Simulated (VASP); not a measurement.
Input of a VASP 6.6.1 run:

Contents of POSCAR:

```
SnSe
1.0
    0.0000000000      3.0621554168      3.0621554168
    3.0621554168      0.0000000000      3.0621554168
    3.0621554168      3.0621554168      0.0000000000
Sn Se
1 1
Direct
    0.0000000000      0.0000000000      0.0000000000
    0.5000000000      0.5000000000      0.5000000000
```

File INCAR.step1:

```
ALGO     = Normal         # electronic algorithm
EDIFF    = 1E-5           # SCF threshold, eV
ENCUT    = 400            # plane-wave cutoff, eV
GGA      = PE             # functional
GGA_COMPAT= False        
ISIF     = 2              # what is computed and relaxed
ISMEAR   = -1             # smearing method
LASPH    = True           # aspherical terms in the spheres
LCHARG   = False          # write CHGCAR
LREAL    = False          # projectors in reciprocal space
LWAVE    = True           # write WAVECAR
NBANDS   = 17             # bands
NELM     = 120            # most SCF steps
PREC     = Accurate       # precision mode
SIGMA    = 0.02           # smearing width, eV
```

Contents of INCAR.step2:

```
ALGO     = Normal         # electronic algorithm
EDIFF    = 1E-6           # SCF threshold, eV
ENCUT    = 400            # plane-wave cutoff, eV
GGA      = PE             # functional
GGA_COMPAT= False        
HFSCREEN = 0.2079         # screening, 1/A
ISIF     = 2              # what is computed and relaxed
ISMEAR   = -1             # smearing method
ISTART   = 1            
LASPH    = True           # aspherical terms in the spheres
LCHARG   = False          # write CHGCAR
LHFCALC  = True           # exact exchange
LREAL    = False          # projectors in reciprocal space
LWAVE    = False          # write WAVECAR
NBANDS   = 17             # bands
NELM     = 120            # most SCF steps
PREC     = Accurate       # precision mode
PRECFOCK = Normal       
SIGMA    = 0.02           # smearing width, eV
```

KPOINTS

```
k-points
0
Gamma
  6 6 6
```

Potentials or basis: VASP PAW PBE potentials, release 64 (Sn_d, Se).

Command:

```console
$ cat potpaw_PBE.64/Sn_d/POTCAR potpaw_PBE.64/Se/POTCAR > POTCAR
$ cp INCAR.step1 INCAR
$ mpirun -np 1 vasp_std > vasp.out
$ cp INCAR.step2 INCAR
$ mpirun -np 1 vasp_std > vasp.out
```

Task: Estimate the pressure.

Result: -3.0 GPa.

Task: What does it give for the band gap on the k mesh?

Result: 0.13 eV.

Caveat: the cell differs from its parent crystal (strain +2.0%); the cell stands under tension; the PAW data sets were made with another functional, which shifts forces and pressure a little; spin-orbit coupling is left out, which moves the levels of the heavy elements. A k mesh can miss the band edges.
